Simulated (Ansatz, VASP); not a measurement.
# Al2Cu: VASP beside Ansatz

The input POSCAR:

```
Al2Cu
1.0
    4.0866984621      0.0013549814     -0.0100177851
    0.0013549814      4.1025583957      0.0178365925
   -0.0070556074      0.0125624568      2.9085422956
Al Cu
2 1
Direct
    0.4687560276      0.0117958310      0.4766540501
    0.0213922591      0.5074259987      0.4270045301
    0.0251393845      0.0352885078      0.0181625366
```

INCAR.step1

```
SYSTEM = Al2Cu
PREC = Accurate
ENCUT = 520
ISMEAR = 0
SIGMA = 0.1
LREAL = .FALSE.
LASPH = .TRUE.
NELM = 100
NBANDS = 16
GGA = PE
ALGO = Normal
EDIFF = 1E-4
LWAVE = .TRUE.
LCHARG = .FALSE.
```

INCAR.step2

```
SYSTEM = Al2Cu
PREC = Accurate
ENCUT = 520
EDIFF = 1E-6
ISMEAR = 0
SIGMA = 0.1
LREAL = .FALSE.
LASPH = .TRUE.
NELM = 100
ALGO = Normal
ISIF = 2
LWAVE = .FALSE.
LCHARG = .FALSE.
METAGGA = R2SCAN
LMIXTAU = .TRUE.
NBANDS = 16
ISTART = 1
```

Contents of KPOINTS:

```
regular mesh
0
G
  4 4 4
  0 0 0
```

Input for Ansatz:

```yaml
crystal:
  lattice:
    - [4.0866984621, 0.0013549814, -0.0100177851]
    - [0.0013549814, 4.1025583957, 0.0178365925]
    - [-0.0070556074, 0.0125624568, 2.9085422956]
  atoms:
    - { symbol: Al, position: [0.4687560276, 0.011795831, 0.4766540501] }
    - { symbol: Al, position: [0.0213922591, 0.5074259987, 0.4270045301] }
    - { symbol: Cu, position: [0.0251393845, 0.0352885078, 0.0181625366] }
basis:
  ecutwfc: 500
kpoints:
  mp_grid: { grid: [4, 4, 4] }
hamiltonian:
  xc: r2scan
scf:
  occupations: { method: gaussian, width: 0.1 }
output:
  forces: true
  stress: true
  eigenvalues: true
```

Change from the starting cell: kmesh displaced: [4, 4, 4] Gamma-centred.

Alike in both runs: task single point; functional r2SCAN; k mesh 4 × 4 × 4; occupations gaussian, width 0.1 eV; no spin polarisation.

|  | VASP | Ansatz |
| --- | --- | --- |
| version | VASP 6.6.1 | Ansatz 0.2.0 |
| potentials or method | VASP PAW PBE potentials, release 64 (Al, Cu), cutoff 520 eV | scalar-relativistic, plane waves, PAW |
| valence electrons in the cell | 17 | 25 |

Ansatz gave:

- gap on the k mesh at the Fermi level (eV): none
- pressure (GPa): 2.8
- traceless stress, the component that is largest in VASP (GPa): -5.35
- rms of the force components (eV/Å): 1.209

Q: Estimate VASP's values.

A: gap on the k mesh at the Fermi level (eV): none; pressure (GPa): 3.2; traceless stress, the component that is largest in VASP (GPa): -5.44; rms of the force components (eV/Å): 1.210.

VASP's potentials were made for PBE, not for r2SCAN. Atom by atom the forces differ by 0.004 eV/Å (rms over components). A gap of «none» marks a metal or a gap that the smearing closes. VASP's potentials hold 17 valence electrons a cell and Ansatz's 25, so a difference there can come from the potentials and not from the codes.

The k mesh is coarse, so the values compare programs but aren't converged.
